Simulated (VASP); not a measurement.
Input of a VASP 6.6.1 run:

File INCAR:

```
SYSTEM = Hf
ALGO = Normal
EDIFF = 1E-6
ENCUT = 520
GGA = PS
ISIF = 2
ISMEAR = -1
LASPH = .True.
LCHARG = .True.
LELF = .True.
LREAL = .False.
LVHAR = .True.
LWAVE = .False.
NBANDS = 17
NELM = 80
PREC = Accurate
SIGMA = 0.08
```

The input KPOINTS:

```
k-points
0
Gamma
  15 15 9
  0 0 0
```

POSCAR

```
Hf
1.0
    3.1583283945      0.0000000000      0.0000000000
   -1.5791641973      2.7351926232      0.0000000000
    0.0000000000      0.0000000000      5.0019405137
Hf
2
Direct
    0.3333333333      0.6666666667      0.2500000000
    0.6666666667      0.3333333333      0.7500000000
```

Potentials or basis: VASP PAW PBE potentials, release 64 (Hf_pv).

Launch:

```bash
$ cat potpaw_PBE.64/Hf_pv/POTCAR > POTCAR
$ mpirun -np 1 vasp_std > vasp.out
```

Question: Predict the band gap on the k mesh.

Answer: Zero (band 10 reaches 6.18 eV, above the bottom of band 11 at 4.65 eV).

Question: Estimate the pressure.

Answer: -0.4 GPa.

Stress tensor (GPa, compression positive):
```
-0.34  0.00  0.00
 0.00 -0.34  0.00
 0.00  0.00 -0.45
```

Caveat: the PAW data sets were made with another functional, which shifts forces and pressure a little; spin-orbit coupling is left out, which moves the levels of the heavy elements.
